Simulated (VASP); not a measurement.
AlGaN2, 4 atoms in the cell. It takes space group P-4m2 (No. 115, tetragonal). Conventional cell: a = 3.141 Å, b = 3.141 Å, c = 4.490 Å, α = 90.00°, β = 90.00°, γ = 90.00°. Al (site symmetry -4m2) has 4 N at 1.90 Å within 2.5 Å. Ga (site symmetry -4m2) has 4 N at 1.96 Å within 2.6 Å. N (site symmetry 2mm) has 2 Al at 1.90 Å and 2 Ga at 1.96 Å within 2.5 Å.  This cell differs from its parent crystal: strain +0.000 along x and y, +0.015 along z.

* Program: VASP 6.6.1
* Task: single point
* Functional: r2SCAN
* Potentials or basis: VASP PAW PBE potentials, release 64 (Al, Ga_d, N_h)
* Cutoff: 1460 eV
* k mesh: 8 × 8 × 6
* Occupations: gaussian, width 0.05 eV
* Spin: no spin polarisation
* Dipole correction: no
* Further INCAR settings: ALGO = Normal; EDIFF = 1e-06; NBANDS = 21

Potentials or basis: VASP PAW PBE potentials, release 64 (Al, Ga_d, N_h).

Launch:

```console
$ cat potpaw_PBE.64/Al/POTCAR potpaw_PBE.64/Ga_d/POTCAR potpaw_PBE.64/N_h/POTCAR > POTCAR
$ cp INCAR.step1 INCAR
$ mpirun -np 1 vasp_std > vasp.out
$ cp INCAR.step2 INCAR
$ mpirun -np 1 vasp_std > vasp.out
```

Hardware: 1 thread of Intel(R) Xeon(R) Platinum 8259CL CPU @ 2.50GHz (Skylake/Cascade Lake), on a shared host.

Question: How long does it take, and how much memory?

Answer: It took 14 min on 1 thread of Intel(R) Xeon(R) Platinum 8259CL CPU @ 2.50GHz (Skylake/Cascade Lake), on a shared host, peak memory 0.51 GiB. Counts: k points 60.
